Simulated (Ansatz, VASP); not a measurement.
## Two plane-wave programs on C

File INCAR:

```
SYSTEM = C
PREC     = Accurate       ! precision mode
ENCUT    = 520            ! plane-wave cutoff, eV
EDIFF    = 1E-6           ! SCF threshold, eV
ISMEAR   = 0              ! smearing method
SIGMA    = 0.15           ! smearing width, eV
LREAL    = .False.        ! projectors in reciprocal space
LASPH    = .True.         ! aspherical terms in the spheres
NELM     = 80             ! most SCF steps
ALGO     = Normal         ! electronic algorithm
ISIF     = 2              ! what is computed and relaxed
LWAVE    = .False.        ! write WAVECAR
LCHARG   = .False.        ! write CHGCAR
GGA      = PE             ! functional
IVDW     = 12             ! dispersion correction
NBANDS   = 16             ! bands
```

KPOINTS

```
regular mesh
0
Gamma
  24 24 8
  0 0 0
```

POSCAR

```
C
1.0
    2.3663804789      0.0000000000      0.0000000000
   -1.1831902394      2.0493456097      0.0000000000
    0.0000000000      0.0000000000      6.1993580202
C
4
Direct
    0.0000000000      0.0000000000      0.0025000000
    0.0000000000      0.0000000000      0.5025000000
    0.3333333333      0.6666666667      0.0025000000
    0.6666666667      0.3333333333      0.5025000000
```

Input for Ansatz:

```yaml
crystal:
  lattice:
    - [2.3663804789, 0.0, 0.0]
    - [-1.1831902394, 2.0493456097, 0.0]
    - [0.0, 0.0, 6.1993580202]
  atoms:
    - { symbol: C, position: [0.0, 0.0, 0.0025] }
    - { symbol: C, position: [0.0, 0.0, 0.5025] }
    - { symbol: C, position: [0.3333333333, 0.6666666667, 0.0025] }
    - { symbol: C, position: [0.6666666667, 0.3333333333, 0.5025] }
basis:
  ecutwfc: 420
kpoints:
  mp_grid: { grid: [24, 24, 8] }
hamiltonian:
  xc: pbe
  dispersion: d3bj
scf:
  occupations: { method: gaussian, width: 0.15 }
output:
  forces: true
  stress: true
  eigenvalues: true
  write_density: true
  write_potential: true
  elf: true
  volumetric_format: npy
```

Change from the starting cell: strain -0.040 along x and y, -0.080 along z, atoms carried along.

Alike in both runs: task single point; functional PBE; dispersion D3(BJ); k mesh 24 × 24 × 8; occupations gaussian, width 0.15 eV; no spin polarisation.

```csv
,VASP,Ansatz
version,VASP 6.6.1,Ansatz 0.2.0
potentials or method,"VASP PAW PBE potentials, release 64 (C), cutoff 520 eV","scalar-relativistic, plane waves, PAW"
valence electrons in the cell,16,16
```

|  | VASP | Ansatz | Ansatz less VASP |
| --- | --- | --- | --- |
| gap on the k mesh at the Fermi level (eV) | none | none | - |
| pressure (GPa) | 48.3 | 47.8 | -0.50 |
| traceless stress, the component that is largest in VASP (GPa) | -43.64 | -43.03 | +0.606 |

A gap of «none» marks a metal or a gap that the smearing closes. Both programs put the cell under a high pressure, so it lies far from rest at this level.
